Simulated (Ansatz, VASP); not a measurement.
CdSe: VASP beside Ansatz

```
CELL_PARAMETERS angstrom
0.00000 2.88458 2.88458
2.88458 0.00000 2.88458
2.96342 2.96342 -0.07885
ATOMIC_POSITIONS crystal
Cd 0.00000 0.00000 0.00000
Se 0.75000 0.75000 0.75000
```

Alike in both runs: task single point; functional PBE; k mesh 10 × 10 × 10; occupations gaussian, width 0.05 eV; no spin polarisation.

```csv
,VASP,Ansatz
version,VASP 6.6.1,Ansatz 0.2.0
potentials or method,"VASP PAW PBE potentials, release 64 (Cd, Se), cutoff 520 eV","scalar-relativistic, plane waves, PAW"
valence electrons in the cell,18,36
```

|  | VASP | Ansatz | Ansatz less VASP |
| --- | --- | --- | --- |
| gap on the k mesh at the Fermi level (eV) | 0.79 | 0.78 | -0.005 |
| least direct gap on the mesh (eV) | 0.79 | 0.78 | -0.005 |
| pressure (GPa) | 12.5 | 11.9 | -0.57 |
| traceless stress, the component that is largest in VASP (GPa) | -1.90 | -1.85 | +0.043 |
| rms of the force components (eV/Å) | 0.301 | 0.291 | -0.0100 |

Atom by atom the forces differ by 0.010 eV/Å (rms over components). VASP's potentials hold 18 valence electrons a cell and Ansatz's 36, so a difference there can come from the potentials and not from the codes.
